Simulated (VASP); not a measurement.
Here is a VASP 6.6.1 calculation.

File INCAR:

```
ALGO = Normal
EDIFF = 1E-7
ENCUT = 520
ISIF = 2
ISMEAR = 0
ISPIN = 2
LASPH = T
LCHARG = F
LDAU = T
LDAUJ = 0 0
LDAUL = 2 -1
LDAUPRINT = 1
LDAUTYPE = 2
LDAUU = 8 0
LMAXMIX = 4
LORBIT = 11
LREAL = F
LWAVE = F
MAGMOM = 0.6 -0.6 0 0
NBANDS = 29
NELM = 150
PREC = Accurate
SIGMA = 0.05
```

File KPOINTS:

```
k-points
0
Gamma
  7 7 4
```

POSCAR

```
CuO
1.0
    2.3446497600     -1.7133998200      0.0000000000
    2.3446497600      1.7133998200      0.0000000000
   -0.8605499100      0.0000000000      5.0594394800
Cu O
2 2
Direct
    0.0032000000      0.4968000000      0.0000000000
    0.4968000000      0.0032000000      0.5000000000
    0.5714000000      0.4056000000      0.2537000000
    0.4056000000      0.5714000000      0.7537000000
```

Potentials or basis: VASP PAW LDA potentials, release 64 (Cu, O).

Run with:

```bash
$ cat potpaw_LDA.64/Cu/POTCAR potpaw_LDA.64/O/POTCAR > POTCAR
$ mpirun -np 1 vasp_std > vasp.out
```

Problem. What does it give for the site moments?

Solution. Cu +0.65, -0.65; O -0.00, +0.00 μB.

Problem. What does it give for the largest force?

Solution. 0.640 eV/Å.

Eigenvalues of the final occupation matrices:
| site | spin | trace | eigenvalues |
| --- | --- | --- | --- |
| site 1 d | 1 | 4.94 | 0.97 0.98 0.98 0.98 1.03 |
| site 1 d | 2 | 4.28 | 0.37 0.97 0.98 0.98 0.98 |
| site 2 d | 1 | 4.28 | 0.37 0.97 0.98 0.98 0.98 |
| site 2 d | 2 | 4.94 | 0.97 0.98 0.98 0.98 1.03 |

The state reached can hang on the start; a lower one may exist.
